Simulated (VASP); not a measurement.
Set up this calculation in VASP 6.6.1, as the native input.

```
Task                   : single point
Functional             : LDA
Potentials or basis    : VASP PAW LDA potentials, release 64 (Al, Ir_sv_GW)
Cutoff                 : 560 eV
k mesh                 : 11 × 11 × 11
Occupations            : fermi-dirac, width 0.03 eV
Spin                   : collinear spin
Starting moments       : [0.0, 1.2] μB
Fixed moment           : 1.2 μB
Dipole correction      : no
Further INCAR settings : ALGO = Normal; EDIFF = 1e-06; NBANDS = 21
```

The structure of AlIr lies in POSCAR:

```
AlIr
1.0
    2.9945548500      0.0000000000      0.0000000000
    0.0000000000      2.9945548500      0.0000000000
    0.0000000000      0.0000000000      2.9945548500
Al Ir
1 1
Direct
    0.0000000000      0.0000000000      0.0000000000
    0.5000000000      0.5000000000      0.5000000000
```

These files were run (other wordings do the same):

INCAR

```
PREC     = Accurate       # precision mode
ENCUT    = 560            # plane-wave cutoff, eV
EDIFF    = 1E-6           # SCF threshold, eV
ISMEAR   = -1             # smearing method
SIGMA    = 0.03           # smearing width, eV
LREAL    = False          # projectors in reciprocal space
LASPH    = True           # aspherical terms in the spheres
NELM     = 200            # most SCF steps
ALGO     = Normal         # electronic algorithm
ISIF     = 2              # what is computed and relaxed
LWAVE    = False          # write WAVECAR
LCHARG   = False          # write CHGCAR
ISPIN    = 2              # spin polarisation
MAGMOM   = 0 1.2          # initial moments
LORBIT   = 11             # projections on sites
NUPDOWN  = 1.2            # fixed moment
LMAXMIX  = 4              # l up to which the mixer works
GGA      = CA             # functional
NBANDS   = 21             # bands
GGA_COMPAT= False
```

KPOINTS

```
Automatic mesh
0
Gamma
  11 11 11
```

Potentials or basis: VASP PAW LDA potentials, release 64 (Al, Ir_sv_GW).

Launch:

```console
$ cat potpaw_LDA.64/Al/POTCAR potpaw_LDA.64/Ir_sv_GW/POTCAR > POTCAR
$ mpirun -np 1 vasp_std > vasp.out
```

It gave:

```
Pressure                                              : 4.8 GPa
Net moment                                            : 1.20 μB per cell
Site moments                                          : Al +0.04; Ir +1.07 μB
Valence electrons inside the program's atomic spheres : Al 0.81; Ir 16.50
```

Caveat: the cell stands under pressure; the total moment is fixed, so each spin has its own Fermi level and the state may be an excited one.

Run time: 16 s on 1 thread of Intel(R) Xeon(R) 6975P-C (Granite Rapids), on a shared host, peak memory 0.17 GiB.
